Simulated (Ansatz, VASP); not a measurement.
## TiO2 in VASP and in Ansatz

```
CELL_PARAMETERS angstrom
4.59685 0.00000 0.00000
0.00000 4.59685 0.00000
0.00000 0.00000 2.95350
ATOMIC_POSITIONS crystal
Ti 0.50000 0.50000 0.00000
Ti 0.00000 0.00000 0.50000
O 0.69536 0.69536 0.50000
O 0.80464 0.19536 0.00000
O 0.19536 0.80464 0.00000
O 0.30464 0.30464 0.50000
```

Alike in both runs: task single point; functional PBE; k mesh 6 × 6 × 8; occupations fermi-dirac, width 0.02 eV; no spin polarisation.

|  | VASP | Ansatz |
| --- | --- | --- |
| version | VASP 6.6.1 | Ansatz 0.2.0 |
| potentials or method | VASP PAW PBE potentials, release 64 (Ti_sv, O) | plane waves, PAW |
| plane-wave cutoff (eV) | 520 | 420 |
| valence electrons in the cell | 48 | 48 |

```csv
,VASP,Ansatz,Ansatz less VASP
gap on the k mesh at the Fermi level (eV),1.86,1.89,+0.026
pressure (GPa),5.9,5.2,-0.67
"traceless stress, the component that is largest in VASP (GPa)",0.05,-0.17,-0.213
rms of the force components (eV/Å),0.038,0.026,-0.0126
```

Atom by atom the forces differ by 0.013 eV/Å (rms over components). With one functional, cell and mesh, what is left measures potentials, basis and numerics.
